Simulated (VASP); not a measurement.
Wanted: the native input for a VASP 6.6.1 run.

```yaml
Task: single point
Functional: LDA
Potentials_or_basis: VASP PAW LDA potentials, release 64 (Nb_sv, Ru_pv)
Cutoff: 520 eV
k_mesh: 10 × 10 × 3
Occupations: methfessel-paxton, width 0.1 eV
Spin: no spin polarisation
Dipole_correction: no
Further_INCAR_settings: ALGO = Normal; EDIFF = 1e-06; NBANDS = 36
```

The structure of NbRu3 lies in POSCAR:

```
NbRu3
1.0
    2.8115781352      0.0000000000      0.0000000000
   -1.4057890676      2.4348986399      0.0000000000
    0.0000000000      0.0000000000      9.1318762202
Nb Ru
1 3
Direct
    0.0000000000      0.0000000000      0.5000000000
    0.0000000000      0.0000000000      0.0000000000
    0.3333333333      0.6666666667      0.7649060000
    0.3333333333      0.6666666667      0.2350940000
```

One way to write it, as run:

INCAR

```
PREC = Accurate
ENCUT = 520
EDIFF = 1E-6
ISMEAR = 1
SIGMA = 0.1
LREAL = False
LASPH = True
NELM = 100
ALGO = Normal
ISIF = 2
LWAVE = False
LCHARG = False
NBANDS = 36
```

KPOINTS

```
regular mesh
0
Gamma
  10 10 3
```

Potentials or basis: VASP PAW LDA potentials, release 64 (Nb_sv, Ru_pv).

The run is started by

```bash
$ cat potpaw_LDA.64/Nb_sv/POTCAR potpaw_LDA.64/Ru_pv/POTCAR > POTCAR
$ mpirun -np 1 vasp_std > vasp.out
```

Results of the run:

| Item | Value |
| --- | --- |
| Pressure | -24.8 GPa |
| Largest force | 0.490 eV/Å |
| Band gap on the k mesh | zero (an odd number of electrons rules out a gap without spin polarisation) |

Caveat: the cell stands under tension.

Run time: 110 s on 1 thread of Intel Xeon 8259CL, on a shared host, peak memory 0.19 GiB.
